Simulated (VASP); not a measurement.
# SiNi (Pnma) in VASP: single point with PBE

Aim: the single point of SiNi with PBE.

All numbers are computed with VASP 6.6.1; they aren't measurements. Logs are shortened: lines on timing, memory, paths and dates and some standing lists are left out, and cuts for length are marked.

## Step 1: The cell of the first run

The structure is orthorhombic, space group Pnma (No. 62). Conventional cell: a = 5.226 Å, b = 3.321 Å, c = 5.633 Å, α = 90.00°, β = 90.00°, γ = 90.00°. Si (site symmetry m) has 6 Ni at 2.29 to 2.41 Å and 2 Si at 2.67 Å within 3.0 Å. Ni (site symmetry m) has 6 Si at 2.29 to 2.41 Å and 4 Ni at 2.69 to 2.71 Å within 3.0 Å.

## Step 2: Single point, PBE, collinear spin, ferromagnetic start

INCAR

```
SYSTEM = SiNi
PREC = Accurate
ENCUT = 520
EDIFF = 1E-7
ISMEAR = 0
SIGMA = 0.05
LREAL = .FALSE.
LASPH = .TRUE.
NELM = 150
ALGO = Normal
ISIF = 2
LWAVE = .FALSE.
LCHARG = .FALSE.
ISPIN = 2
MAGMOM = 0 0 0 0 0.8 0.8 0.8 0.8
LORBIT = 11
LMAXMIX = 4
GGA = PE
NBANDS = 42
```

KPOINTS

```
Automatic mesh
0
G
  4 6 4
  0 0 0
```

POSCAR

```
SiNi
1.0
    5.2259852432      0.0000000000      0.0000000000
    0.0000000000      3.3206024913      0.0000000000
    0.0000000000      0.0000000000      5.6334132135
Si Ni
4 4
Direct
    0.3205512469      0.7500000000      0.0811217322
    0.1794487531      0.2500000000      0.5811217322
    0.8205512469      0.7500000000      0.4188782678
    0.6794487531      0.2500000000      0.9188782678
    0.0074117079      0.2500000000      0.1878912258
    0.4925882921      0.7500000000      0.6878912258
    0.5074117079      0.2500000000      0.3121087742
    0.9925882921      0.7500000000      0.8121087742
```

Potentials or basis: VASP PAW PBE potentials, release 64 (Si, Ni).

Run with:

```
$ cat potpaw_PBE.64/Si/POTCAR potpaw_PBE.64/Ni/POTCAR > POTCAR
$ mpirun -np 1 vasp_std > vasp.out
```

OUTCAR:

```text
SYSTEM = SiNi
   PREC = Accurate
   ENCUT = 520
   EDIFF = 1E-7
   ISMEAR = 0
   LREAL = .FALSE.
   LASPH = .TRUE.
   NELM = 150
   ISIF = 2
   ISPIN = 2
   LORBIT = 11
   GGA = PE

 ion  position               nearest neighbor table
   1  0.321  0.750  0.081-   8 2.29   7 2.32   7 2.32   6 2.39   5 2.41   5 2.41   4 2.67   4 2.67

   2  0.179  0.250  0.581-   7 2.29   8 2.32   8 2.32   5 2.39   6 2.41   6 2.41   3 2.67   3 2.67

   3  0.821  0.750  0.419-   6 2.29   5 2.32   5 2.32   8 2.39   7 2.41   7 2.41   2 2.67   2 2.67

   4  0.679  0.250  0.919-   5 2.29   6 2.32   6 2.32   7 2.39   8 2.41   8 2.41   1 2.67   1 2.67

   5  0.007  0.250  0.188-   4 2.29   3 2.32   3 2.32   2 2.39   1 2.41   1 2.41   8 2.69   8 2.69
                             7 2.71   7 2.71
   6  0.493  0.750  0.688-   3 2.29   4 2.32   4 2.32   1 2.39   2 2.41   2 2.41   7 2.69   7 2.69
                             8 2.71   8 2.71
   7  0.507  0.250  0.312-   2 2.29   1 2.32   1 2.32   4 2.39   3 2.41   3 2.41   6 2.69   6 2.69
                             5 2.71   5 2.71
   8  0.993  0.750  0.812-   1 2.29   2 2.32   2 2.32   3 2.39   4 2.41   4 2.41   5 2.69   5 2.69
                             6 2.71   6 2.71

  LATTYP: Found a simple orthorhombic cell.
 ALAT       =     3.3206024913
 B/A-ratio  =     1.5738063369
 C/A-ratio  =     1.6965033389

  Lattice vectors:

 A1 = (   0.0000000000,  -3.3206024913,   0.0000000000)
 A2 = (   5.2259852432,   0.0000000000,   0.0000000000)
 A3 = (   0.0000000000,   0.0000000000,   5.6334132135)

Analysis of symmetry for initial positions (statically):
=====================================================================
 Subroutine PRICEL returns:
 Original cell was already a primitive cell.

 Routine SETGRP: Setting up the symmetry group for a
 simple orthorhombic supercell.

 Subroutine GETGRP returns: Found  8 space group operations
 (whereof  2 operations were pure point group operations)
 out of a pool of  8 trial point group operations.

The static configuration has the point symmetry S_2 .
 The point group associated with its full space group is D_2h.

Analysis of symmetry for dynamics (positions and initial velocities):
=====================================================================
 Subroutine PRICEL returns:
 Original cell was already a primitive cell.

 Routine SETGRP: Setting up the symmetry group for a
 simple orthorhombic supercell.

 Subroutine GETGRP returns: Found  8 space group operations
 (whereof  2 operations were pure point group operations)
 out of a pool of  8 trial point group operations.

The dynamic configuration has the point symmetry S_2 .
 The point group associated with its full space group is D_2h.

Analysis of structural, dynamic, and magnetic symmetry:
=====================================================================
 Subroutine PRICEL returns:
 Original cell was already a primitive cell.

 Routine SETGRP: Setting up the symmetry group for a
 simple orthorhombic supercell.

 Subroutine GETGRP returns: Found  8 space group operations
 (whereof  2 operations were pure point group operations)
 out of a pool of  8 trial point group operations.

The overall configuration has the point symmetry S_2 .
 The point group associated with its full space group is D_2h.

 Subroutine INISYM returns: Found  8 space group operations
 (whereof  2 operations are pure point group operations),
 and found     1 'primitive' translations

----------------------------------------------------------------------------------------

                                     Primitive cell

  volume of cell :      97.7590

  direct lattice vectors                    reciprocal lattice vectors
     5.225985243  0.000000000  0.000000000     0.191351478  0.000000000  0.000000000
     0.000000000  3.320602491  0.000000000     0.000000000  0.301150169  0.000000000
     0.000000000  0.000000000  5.633413213     0.000000000  0.000000000  0.177512276

  length of vectors
     5.225985243  3.320602491  5.633413213     0.191351478  0.301150169  0.177512276

  position of ions in fractional coordinates (direct lattice)
     0.320551247  0.750000000  0.081121732
     0.179448753  0.250000000  0.581121732
     0.820551247  0.750000000  0.418878268
[... 77 lines left out ...]
   NGXF,Y,Z  is equivalent  to a cutoff of  25.45, 28.04, 24.79 a.u.
 SYSTEM =  SiNi
   PREC   = accura    normal or accurate (medium, high low for compatibility)
   ISTART =      0    job   : 0-new  1-cont  2-samecut
   ICHARG =      2    charge: 1-file 2-atom 10-const
   ISPIN  =      2    spin polarized calculation?
   LNONCOLLINEAR =      F non collinear calculations
   LSORBIT =      F    spin-orbit coupling
   LASPH  =      T    aspherical Exc in radial PAW
   ENCUT  =  520.0 eV  38.22 Ry    6.18 a.u.   9.72  6.17 10.47*2*pi/ulx,y,z
   NELM   =    150;   NELMIN=  2; NELMDL= -5     # of ELM steps
   EDIFF  = 0.1E-06   stopping-criterion for ELM
   LREAL  =      F    real-space projection
   EDIFFG = 0.1E-05   stopping-criterion for IOM
   NSW    =      0    number of steps for IOM
   IBRION =     -1    ionic relax: 0-MD 1-quasi-New 2-CG
   NFREE  =      0    steps in history (QN), initial steepest desc. (CG)
   ISIF   =      2    stress and relaxation
   ISYM   =      2    0-nonsym 1-usesym 2-fastsym
   POTIM  = 0.5000    time-step for ionic-motion
   TEBEG  =    0.0;   TEEND  =   0.0 temperature during run
   PSTRESS=    0.0 pullay stress
   NELECT =      56.0000    total number of electrons
   NUPDOWN=      -1.0000    fix difference up-down
   EMIN   =  10.00;   EMAX   =-10.00  energy-range for DOS
   EFERMI =   0.00;   METHOD = LEGACY
   ISMEAR =     0;   SIGMA  =   0.05  broadening in eV -4-tet -1-fermi 0-gaus
   EFERMI_NEDOS =   21; number of points for ismear=-14 and -15
   IALGO  =     38    algorithm
   IMIX   =      4    mixing-type and parameters
     AMIX     =   0.40;   BMIX     =  1.00
     AMIX_MAG =   1.60;   BMIX_MAG =  1.00
  volume/ion in A,a.u.               =      12.22        82.46
  Fermi-wavevector in a.u.,A,eV,Ry     =   1.359623  2.569316 25.151399  1.848576
  Thomas-Fermi vector in A             =   2.486355
   LORBIT       =     11    0 simple, 1 ext, 2 COOP (PROOUT), +10 PAW based schemes
   GGA     = PE    functional components
   LHFCALC =     F    Hartree Fock is set to
   AEXX    =    0.0000 exact exchange contribution
   IVDW    =     0    specifies the selected vdW correction
   LEPSILON=     F    determine dielectric tensor
   LRPA    =     F    only Hartree local field effects (RPA)
 spin polarized calculation
 Gauss-broadening in eV      SIGMA  =   0.05
  energy-cutoff  :      520.00
  volume of cell :       97.76
 maximum number of plane-waves:      2668
 NGX is ok and might be reduce to    40
   NGX = 19   NGY = 13   NGZ = 21

 number of electron      55.9999993 magnetization       0.0004548

 number of electron      55.9999993 magnetization      -0.0000860

 Free energy of the ion-electron system (eV)
  ---------------------------------------------------
  ext. energy  EPLUGINS =         0.00000000
  ---------------------------------------------------
  free energy    TOTEN  =       -47.64543439 eV

  energy without entropy =      -47.64458184  energy(sigma->0) =      -47.64500812

 E-fermi :  10.2577     XC(G=0): -12.1682

 val. band max:       10.2085886595   @ k =   0.2500   0.0000   0.0000
 cond. band min:      10.3042275830   @ k =   0.0000   0.3333   0.0000
 fundamental gap:      0.0956389235
 Fermi energy:        10.2576688239

 spin component 1

 k-point     1 :       0.0000    0.0000    0.0000
  band No.  band energies     occupation
      1      -2.6237      1.00000
      2       0.6163      1.00000
      3       2.0179      1.00000
      4       2.4118      1.00000
      5       3.8059      1.00000
      6       4.2771      1.00000
[... 1021 lines left out ...]
     39      16.4723      0.00000
     40      16.4723      0.00000

 [... further k-points ...]

 spin component 2

 k-point     1 :       0.0000    0.0000    0.0000
  band No.  band energies     occupation
      1      -2.6237      1.00000
      2       0.6162      1.00000
      3       2.0179      1.00000
      4       2.4119      1.00000
      5       3.8059      1.00000
      6       4.2771      1.00000
[... 1021 lines left out ...]
     39      16.4723      0.00000
     40      16.4723      0.00000

 [... further k-points ...]

 [bands above 40 left out]

------------------------ aborting loop because EDIFF is reached ----------------------------------------

  FORCE on cell =-STRESS in cart. coord.  units (eV):
  Direction    XX          YY          ZZ          XY          YZ          ZX
  --------------------------------------------------------------------------------------
  -------------------------------------------------------------------------------------
  Total        0.1056087     -0.1143076      0.0532702      0.0000000      0.0000000      0.0000000
  in kB        1.7308268     -1.8733938      0.8730484      0.0000000      0.0000000      0.0000000
  external PRESSURE =       0.2434938 kB  Pullay stress =       0.0000000 kB

 VOLUME and BASIS-vectors are now :
 -----------------------------------------------------------------------------
  energy-cutoff  :      520.00
  volume of cell :       97.76
      direct lattice vectors                 reciprocal lattice vectors
     5.225985243  0.000000000  0.000000000     0.191351478  0.000000000  0.000000000
     0.000000000  3.320602491  0.000000000     0.000000000  0.301150169  0.000000000
     0.000000000  0.000000000  5.633413213     0.000000000  0.000000000  0.177512276

 POSITION                                       TOTAL-FORCE (eV/Angst)
 -----------------------------------------------------------------------------------
      1.67520      2.49045      0.45699         0.009033      0.000000     -0.007233
      0.93780      0.83015      3.27370        -0.009033     -0.000000     -0.007233
      4.28819      2.49045      2.35971         0.009033      0.000000      0.007233
      3.55079      0.83015      5.17642        -0.009033     -0.000000      0.007233
      0.03873      0.83015      1.05847         0.012276      0.000000     -0.003108
      2.57426      2.49045      3.87518        -0.012276      0.000000     -0.003108
      2.65173      0.83015      1.75824         0.012276      0.000000      0.003108
      5.18725      2.49045      4.57494        -0.012276      0.000000      0.003108
 -----------------------------------------------------------------------------------
    total drift:                               -0.000000     -0.000000     -0.000000

  FREE ENERGIE OF THE ION-ELECTRON SYSTEM (eV)
  ---------------------------------------------------
  free  energy   TOTEN  =       -47.6454343920 eV

  energy  without entropy=      -47.6445818398  energy(sigma->0) =      -47.64500812

 total charge

# of ion       s       p       d       tot
------------------------------------------
    1        0.762   0.848   0.000   1.610
    2        0.762   0.848   0.000   1.610
    3        0.762   0.848   0.000   1.610
    4        0.762   0.848   0.000   1.610
    5        0.494   0.627   8.442   9.563
    6        0.494   0.627   8.442   9.563
    7        0.494   0.627   8.442   9.563
    8        0.494   0.627   8.442   9.563
--------------------------------------------------
tot          5.023   5.900  33.768  44.691

 magnetization (x)

# of ion       s       p       d       tot
------------------------------------------
    1       -0.000  -0.000   0.000  -0.000
    2       -0.000  -0.000   0.000  -0.000
    3       -0.000  -0.000   0.000  -0.000
    4       -0.000  -0.000   0.000  -0.000
    5        0.000   0.000  -0.000  -0.000
    6        0.000   0.000  -0.000  -0.000
    7        0.000   0.000  -0.000  -0.000
    8        0.000   0.000  -0.000  -0.000
--------------------------------------------------
tot         -0.000   0.000  -0.000  -0.000
```

It took 3.3 min on 1 thread of Intel Xeon 6975P-C (Granite Rapids), shared host; peak memory 0.37 GiB.

Results:

```
Free energy                                           : -47.6454 eV
Pressure                                              : 0.0 GPa
Largest force                                         : 0.013 eV/Å
Band gap on the k mesh                                : zero (filled and empty bands overlap)
Net moment                                            : 0.00 μB per cell
Valence electrons inside the program's atomic spheres : Si 1.61; Ni 9.56
```

Forces in eV/Å, atoms in the order of the input:
```
Si   0.009  0.000 -0.007
Si  -0.009  0.000 -0.007
Si   0.009  0.000  0.007
Si  -0.009  0.000  0.007
Ni   0.012  0.000 -0.003
Ni  -0.012  0.000 -0.003
Ni   0.012  0.000  0.003
Ni  -0.012  0.000  0.003
```
